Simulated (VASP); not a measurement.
## TiAl: single point with PBEsol

Crystal: TiAl.

```
CELL_PARAMETERS angstrom
2.92473 0.00000 0.00000
0.00000 2.92473 0.00000
0.00000 0.00000 3.15608
ATOMIC_POSITIONS crystal
Ti 0.00000 0.00000 0.00000
Al 0.50000 0.50000 0.50000
```

This cell differs from its parent crystal: normal strain along x -0.0733, normal strain along y -0.0733.

| Property | Result |
| --- | --- |
| Program | VASP 6.6.1 |
| Task | single point |
| Functional | PBEsol |
| Potentials or basis | VASP PAW PBE potentials, release 64 (Ti_sv, Al) |
| Cutoff | 520 eV |
| k mesh | 14 × 14 × 14 |
| Occupations | gaussian, width 0.15 eV |
| Spin | no spin polarisation |
| Dipole correction | no |
| Further INCAR settings | ALGO = Normal; EDIFF = 1e-07; NBANDS = 14 |

| Item | Value |
| --- | --- |
| Pressure | 24.5 GPa |
| Band gap on the k mesh | zero (an odd number of electrons rules out a gap without spin polarisation) |

Stress tensor (GPa, compression positive):
```
22.38  0.00  0.00
 0.00 22.38  0.00
 0.00  0.00 28.67
```

Levels at points of the mesh, in eV from the Fermi level:
| k point | band 4 | band 5 | band 6 | band 7 | band 8 | band 9 | band 10 | band 11 | band 12 | band 13 |
| --- | --- | --- | --- | --- | --- | --- | --- | --- | --- | --- |
| (0.00, 0.00, 0.00) | -32.46 | -9.96 | -1.98 | -1.71 | 2.16 | 2.16 | 2.61 | 3.96 | 6.22 | 6.22 |
| (0.50, 0.00, 0.00) | -32.42 | -5.84 | -5.58 | -0.64 | -0.43 | 0.61 | 2.49 | 4.24 | 6.65 | 9.19 |
| (0.50, 0.50, 0.00) | -32.52 | -5.13 | -1.71 | -1.71 | -1.55 | 0.38 | 0.38 | 3.82 | 6.51 | 6.53 |
| (0.00, 0.00, 0.50) | -32.44 | -6.66 | -5.71 | -0.83 | 0.57 | 0.57 | 2.78 | 3.16 | 6.87 | 11.13 |
| (0.50, 0.00, 0.50) | -32.40 | -5.60 | -2.39 | -1.86 | -1.66 | 1.01 | 1.20 | 3.27 | 5.83 | 6.25 |
| (0.50, 0.50, 0.50) | -32.71 | -3.60 | -3.57 | -3.57 | 1.86 | 3.23 | 3.36 | 3.75 | 3.75 | 3.87 |

It took 2 min on 1 thread of Intel Xeon 8259CL (shared host), peak memory 0.23 GiB.

Caveat: the cell differs from its parent crystal (normal strain along x -0.0733, normal strain along y -0.0733); the cell stands under pressure; the PAW data sets were made with another functional, which shifts forces and pressure a little.
